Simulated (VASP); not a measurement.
# MgCd5Te6 (P-4m2) in VASP: single point with PBE

Aim: the single point of MgCd5Te6 with PBE.

Program: VASP 6.6.1. These are calculated values, not measurements. Logs are shortened: lines on timing, memory, paths and dates and some standing lists are left out, and cuts for length are marked.

**1. The cell of the first run**

Symmetry: P-4m2, No. 115, tetragonal system. The conventional cell has a = 4.674 Å, b = 4.674 Å, c = 19.742 Å, α = 90.00°, β = 90.00°, γ = 90.00°. Mg (site symmetry -4m2) has 4 Te at 2.82 Å within 3.7 Å. Within 3.8 Å of Cd (site symmetry 2mm) lie 4 Te at 2.86 to 2.87 Å. Cd (site symmetry 2mm) has 4 Te at 2.86 Å within 3.8 Å. Within 3.8 Å of Cd (site symmetry -4m2) lie 4 Te at 2.86 Å. Within 3.7 Å of Te (site symmetry 2mm) lie 2 Mg at 2.82 Å and 2 Cd at 2.87 Å. Within 3.8 Å of Te (site symmetry 2mm) lie 4 Cd at 2.86 Å. Te (site symmetry 2mm) has 4 Cd at 2.86 Å within 3.8 Å.

**2. Single point, PBE**

Contents of INCAR:

```
SYSTEM = MgCd5Te6
ALGO = Normal
EDIFF = 1E-6
ENCUT = 520
GGA = PE
ISIF = 2
ISMEAR = 0
LASPH = .TRUE.
LCHARG = .FALSE.
LREAL = .FALSE.
LWAVE = .FALSE.
NBANDS = 61
NELM = 60
PREC = Accurate
SIGMA = 0.02
```

Contents of KPOINTS:

```
k-points
0
G
  6 6 2
  0 0 0
```

Contents of POSCAR:

```
MgCd5Te6
1.0
    4.6736729000      0.0000000000      0.0000000000
    0.0000000000      4.6736729000      0.0000000000
    0.0000000000      0.0000000000     19.7422475000
Mg Cd Te
1 5 6
Direct
    0.5000000000      0.5000000000      0.0000000000
    0.0000000000      0.0000000000      0.8355620000
    0.0000000000      0.0000000000      0.1644380000
    0.5000000000      0.5000000000      0.3321950000
    0.0000000000      0.0000000000      0.5000000000
    0.5000000000      0.5000000000      0.6678050000
    0.5000000000      0.0000000000      0.0801870000
    0.0000000000      0.5000000000      0.2483280000
    0.5000000000      0.0000000000      0.4160960000
    0.0000000000      0.5000000000      0.5839040000
    0.5000000000      0.0000000000      0.7516720000
    0.0000000000      0.5000000000      0.9198130000
```

Potentials or basis: VASP PAW PBE potentials, release 64 (Mg, Cd, Te).

The run is started by

```bash
> cat potpaw_PBE.64/Mg/POTCAR potpaw_PBE.64/Cd/POTCAR potpaw_PBE.64/Te/POTCAR > POTCAR
> mpirun -np 1 vasp_std > vasp.out
```

OUTCAR:

```text
SYSTEM = MgCd5Te6
   EDIFF = 1E-6
   ENCUT = 520
   GGA = PE
   ISIF = 2
   ISMEAR = 0
   LASPH = .TRUE.
   LREAL = .FALSE.
   NELM = 60
   PREC = Accurate

 ion  position               nearest neighbor table
   1  0.500  0.500  0.000-   7 2.82  12 2.82   7 2.82  12 2.82
   2  0.000  0.000  0.836-  11 2.86  11 2.86  12 2.87  12 2.87
   3  0.000  0.000  0.164-   8 2.86   8 2.86   7 2.87   7 2.87
   4  0.500  0.500  0.332-   8 2.86   8 2.86   9 2.86   9 2.86
   5  0.000  0.000  0.500-   9 2.86  10 2.86  10 2.86   9 2.86
   6  0.500  0.500  0.668-  11 2.86  11 2.86  10 2.86  10 2.86
   7  0.500  0.000  0.080-   1 2.82   1 2.82   3 2.87   3 2.87
   8  0.000  0.500  0.248-   4 2.86   4 2.86   3 2.86   3 2.86
   9  0.500  0.000  0.416-   4 2.86   4 2.86   5 2.86   5 2.86
  10  0.000  0.500  0.584-   6 2.86   6 2.86   5 2.86   5 2.86
  11  0.500  0.000  0.752-   6 2.86   6 2.86   2 2.86   2 2.86
  12  0.000  0.500  0.920-   1 2.82   1 2.82   2 2.87   2 2.87

  LATTYP: Found a simple tetragonal cell.
 ALAT       =     4.6736729000
 C/A-ratio  =     4.2241397553

  Lattice vectors:

 A1 = (   4.6736729000,   0.0000000000,   0.0000000000)
 A2 = (   0.0000000000,   4.6736729000,   0.0000000000)
 A3 = (   0.0000000000,   0.0000000000,  19.7422475000)

Analysis of symmetry for initial positions (statically):
=====================================================================
 Subroutine PRICEL returns:
 Original cell was already a primitive cell.

 Routine SETGRP: Setting up the symmetry group for a
 simple tetragonal supercell.

 Subroutine GETGRP returns: Found  8 space group operations
 (whereof  8 operations were pure point group operations)
 out of a pool of 16 trial point group operations.

The static configuration has the point symmetry D_2d.

Analysis of symmetry for dynamics (positions and initial velocities):
=====================================================================
 Subroutine PRICEL returns:
 Original cell was already a primitive cell.

 Routine SETGRP: Setting up the symmetry group for a
 simple tetragonal supercell.

 Subroutine GETGRP returns: Found  8 space group operations
 (whereof  8 operations were pure point group operations)
 out of a pool of 16 trial point group operations.

The dynamic configuration has the point symmetry D_2d.

 Subroutine INISYM returns: Found  8 space group operations
 (whereof  8 operations are pure point group operations),
 and found     1 'primitive' translations

----------------------------------------------------------------------------------------

                                     Primitive cell

  volume of cell :     431.2342

  direct lattice vectors                    reciprocal lattice vectors
     4.673672900  0.000000000  0.000000000     0.213964482  0.000000000  0.000000000
     0.000000000  4.673672900  0.000000000     0.000000000  0.213964482  0.000000000
     0.000000000  0.000000000 19.742247500     0.000000000  0.000000000  0.050652794

  length of vectors
     4.673672900  4.673672900 19.742247500     0.213964482  0.213964482  0.050652794

  position of ions in fractional coordinates (direct lattice)
     0.500000000  0.500000000  0.000000000
     0.000000000  0.000000000  0.835562000
     0.000000000  0.000000000  0.164438000
     0.500000000  0.500000000  0.332195000
     0.000000000  0.000000000  0.500000000
     0.500000000  0.500000000  0.667805000
     0.500000000  0.000000000  0.080187000
     0.000000000  0.500000000  0.248328000
     0.500000000  0.000000000  0.416096000
     0.000000000  0.500000000  0.583904000
     0.500000000  0.000000000  0.751672000
     0.000000000  0.500000000  0.919813000

  ion indices of the primitive-cell ions
   primitive index   ion index
                 1           1
                 2           2
                 3           3
                 4           4
                 5           5
                 6           6
                 7           7
                 8           8
                 9           9
                10          10
                11          11
                12          12

----------------------------------------------------------------------------------------

 KPOINTS: k-points

Automatic generation of k-mesh.
 Grid dimensions read from file:
 generate k-points for:    6    6    2

 Generating k-lattice:

  Cartesian coordinates                     Fractional coordinates (reciprocal lattice)
     0.035660747  0.000000000  0.000000000     0.166666667  0.000000000  0.000000000
     0.000000000  0.035660747  0.000000000     0.000000000  0.166666667  0.000000000
     0.000000000  0.000000000  0.025326397     0.000000000  0.000000000  0.500000000

  Length of vectors
     0.035660747  0.035660747  0.025326397

  Shift w.r.t. Gamma in fractional coordinates (k-lattice)
     0.000000000  0.000000000  0.000000000

 Subroutine IBZKPT returns following result:
 ===========================================

 Found     20 irreducible k-points:

 Following reciprocal coordinates:
            Coordinates               Weight
  0.000000  0.000000  0.000000      1.000000
  0.166667  0.000000  0.000000      4.000000
  0.333333  0.000000  0.000000      4.000000
  0.500000  0.000000  0.000000      2.000000
  0.166667  0.166667  0.000000      4.000000
  0.333333  0.166667  0.000000      8.000000
[... 12 lines left out ...]
  0.500000  0.333333  0.500000      4.000000
  0.500000  0.500000  0.500000      1.000000
   k-points           NKPTS =     20   k-points in BZ     NKDIM =     20   number of bands    NBANDS=     61
   number of dos      NEDOS =    301   number of ions     NIONS =     12
   total plane-waves  NPLWV = 194400
   dimension x,y,z NGX =    36 NGY =   36 NGZ =  150
   dimension x,y,z NGXF=    72 NGYF=   72 NGZF=  300
   ions per type =               1   5   6
   NGX,Y,Z   is equivalent  to a cutoff of  12.81, 12.81, 12.63 a.u.
   NGXF,Y,Z  is equivalent  to a cutoff of  25.61, 25.61, 25.26 a.u.
 SYSTEM =  MgCd5Te6
   PREC   = accura    normal or accurate (medium, high low for compatibility)
   ISTART =      0    job   : 0-new  1-cont  2-samecut
   ICHARG =      2    charge: 1-file 2-atom 10-const
   ISPIN  =      1    spin polarized calculation?
   LNONCOLLINEAR =      F non collinear calculations
   LSORBIT =      F    spin-orbit coupling
   LASPH  =      T    aspherical Exc in radial PAW
   ENCUT  =  520.0 eV  38.22 Ry    6.18 a.u.   8.69  8.69 36.71*2*pi/ulx,y,z
   NELM   =     60;   NELMIN=  2; NELMDL= -5     # of ELM steps
   EDIFF  = 0.1E-05   stopping-criterion for ELM
   LREAL  =      F    real-space projection
   EDIFFG = 0.1E-04   stopping-criterion for IOM
   NSW    =      0    number of steps for IOM
   IBRION =     -1    ionic relax: 0-MD 1-quasi-New 2-CG
   NFREE  =      0    steps in history (QN), initial steepest desc. (CG)
   ISIF   =      2    stress and relaxation
   ISYM   =      2    0-nonsym 1-usesym 2-fastsym
   POTIM  = 0.5000    time-step for ionic-motion
   TEBEG  =    0.0;   TEEND  =   0.0 temperature during run
   PSTRESS=    0.0 pullay stress
   NELECT =      98.0000    total number of electrons
   NUPDOWN=      -1.0000    fix difference up-down
   EMIN   =  10.00;   EMAX   =-10.00  energy-range for DOS
   EFERMI =   0.00;   METHOD = LEGACY
   ISMEAR =     0;   SIGMA  =   0.02  broadening in eV -4-tet -1-fermi 0-gaus
   EFERMI_NEDOS =   21; number of points for ismear=-14 and -15
   IALGO  =     38    algorithm
   IMIX   =      4    mixing-type and parameters
     AMIX     =   0.40;   BMIX     =  1.00
     AMIX_MAG =   1.60;   BMIX_MAG =  1.00
  volume/ion in A,a.u.               =      35.94       242.51
  Fermi-wavevector in a.u.,A,eV,Ry     =   0.999031  1.887896 13.579480  0.998064
  Thomas-Fermi vector in A             =   2.131294
   LORBIT       =      0    0 simple, 1 ext, 2 COOP (PROOUT), +10 PAW based schemes
   GGA     = PE    functional components
   LHFCALC =     F    Hartree Fock is set to
   AEXX    =    0.0000 exact exchange contribution
   IVDW    =     0    specifies the selected vdW correction
   LEPSILON=     F    determine dielectric tensor
   LRPA    =     F    only Hartree local field effects (RPA)
 non-spin polarized calculation
 Gauss-broadening in eV      SIGMA  =   0.02
  energy-cutoff  :      520.00
  volume of cell :      431.23
 maximum number of plane-waves:     11697
 NGX is ok and might be reduce to    36
   NGX = 17   NGY = 17   NGZ = 73

 number of electron      98.0000000 magnetization

 Free energy of the ion-electron system (eV)
  ---------------------------------------------------
  ext. energy  EPLUGINS =         0.00000000
  ---------------------------------------------------
  free energy    TOTEN  =       -30.44599686 eV

  energy without entropy =      -30.44599686  energy(sigma->0) =      -30.44599686

 E-fermi :   1.9142     XC(G=0):  -8.2227

 val. band max:        1.8074461927   @ k =   0.0000   0.0000   0.0000
 cond. band min:       2.6256036032   @ k =   0.0000   0.0000   0.0000
 fundamental gap:      0.8181574105
 Fermi energy:         1.9142134495

 k-point     1 :       0.0000    0.0000    0.0000
  band No.  band energies     occupation
      1      -8.9438      2.00000
      2      -8.8332      2.00000
      3      -8.7887      2.00000
      4      -8.5994      2.00000
      5      -8.5769      2.00000
      6      -8.3545      2.00000
[... 53 lines left out ...]
     60       5.7125      0.00000
     61       6.5475      0.00000

 k-point     2 :       0.1667    0.0000    0.0000
  band No.  band energies     occupation
      1      -8.8849      2.00000
      2      -8.7900      2.00000
      3      -8.7399      2.00000
      4      -8.5797      2.00000
      5      -8.5693      2.00000
      6      -8.3503      2.00000
[... 53 lines left out ...]
     60       6.3231      0.00000
     61       6.4142      0.00000

 k-point     3 :       0.3333    0.0000    0.0000
  band No.  band energies     occupation
      1      -8.7492      2.00000
      2      -8.6959      2.00000
      3      -8.6438      2.00000
      4      -8.5709      2.00000
      5      -8.5248      2.00000
      6      -8.3595      2.00000
[... 1077 lines left out ...]
     60       6.4874      0.00000
     61       6.5172      0.00000

 k-point    20 :       0.5000    0.5000    0.5000
  band No.  band energies     occupation
      1      -8.5230      2.00000
      2      -8.5230      2.00000
      3      -8.5204      2.00000
      4      -8.5204      2.00000
      5      -8.2926      2.00000
      6      -8.2926      2.00000
[... 53 lines left out ...]
     60       6.4906      0.00000
     61       6.4906      0.00000

------------------------ aborting loop because EDIFF is reached ----------------------------------------

  FORCE on cell =-STRESS in cart. coord.  units (eV):
  Direction    XX          YY          ZZ          XY          YZ          ZX
  --------------------------------------------------------------------------------------
  -------------------------------------------------------------------------------------
  Total        0.2227858      0.2227858      0.2642583      0.0000000      0.0000000      0.0000000
  in kB        0.8277227      0.8277227      0.9818067      0.0000000      0.0000000      0.0000000
  external PRESSURE =       0.8790841 kB  Pullay stress =       0.0000000 kB

 VOLUME and BASIS-vectors are now :
 -----------------------------------------------------------------------------
  energy-cutoff  :      520.00
  volume of cell :      431.23
      direct lattice vectors                 reciprocal lattice vectors
     4.673672900  0.000000000  0.000000000     0.213964482  0.000000000  0.000000000
     0.000000000  4.673672900  0.000000000     0.000000000  0.213964482  0.000000000
     0.000000000  0.000000000 19.742247500     0.000000000  0.000000000  0.050652794

 POSITION                                       TOTAL-FORCE (eV/Angst)
 -----------------------------------------------------------------------------------
      2.33684      2.33684      0.00000         0.000000      0.000000      0.000000
      0.00000      0.00000     16.49587         0.000000      0.000000      0.000966
      0.00000      0.00000      3.24638         0.000000      0.000000     -0.000966
      2.33684      2.33684      6.55828         0.000000      0.000000      0.000875
      0.00000      0.00000      9.87112         0.000000      0.000000      0.000000
      2.33684      2.33684     13.18397         0.000000     -0.000000     -0.000875
      2.33684      0.00000      1.58307         0.000000      0.000000     -0.015994
      0.00000      2.33684      4.90255         0.000000      0.000000     -0.000494
      2.33684      0.00000      8.21467        -0.000000      0.000000     -0.000051
      0.00000      2.33684     11.52758         0.000000      0.000000      0.000051
      2.33684      0.00000     14.83969         0.000000      0.000000      0.000494
      0.00000      2.33684     18.15918        -0.000000      0.000000      0.015994
 -----------------------------------------------------------------------------------
    total drift:                                0.000000     -0.000000      0.000000

  FREE ENERGIE OF THE ION-ELECTRON SYSTEM (eV)
  ---------------------------------------------------
  free  energy   TOTEN  =       -30.4459968633 eV

  energy  without entropy=      -30.4459968633  energy(sigma->0) =      -30.44599686
```

It took 11 min on 1 thread of Intel Xeon Platinum 8259CL at 2.50GHz (Skylake/Cascade Lake), shared host; peak memory 0.71 GiB.

What came out:

- Free energy: -30.4460 eV
- Pressure: 0.1 GPa
- Largest force: 0.016 eV/Å
- Band gap on the k mesh: 0.82 eV

Forces on the atoms (eV/Å):
```
Mg   0.000  0.000  0.000
Cd   0.000  0.000  0.001
Cd   0.000  0.000 -0.001
Cd   0.000  0.000  0.001
Cd   0.000  0.000  0.000
Cd   0.000  0.000 -0.001
Te   0.000  0.000 -0.016
Te   0.000  0.000  0.000
Te   0.000  0.000  0.000
Te   0.000  0.000  0.000
Te   0.000  0.000  0.000
Te   0.000  0.000  0.016
```

Caveat: spin-orbit coupling is left out, which moves the levels of the heavy elements.
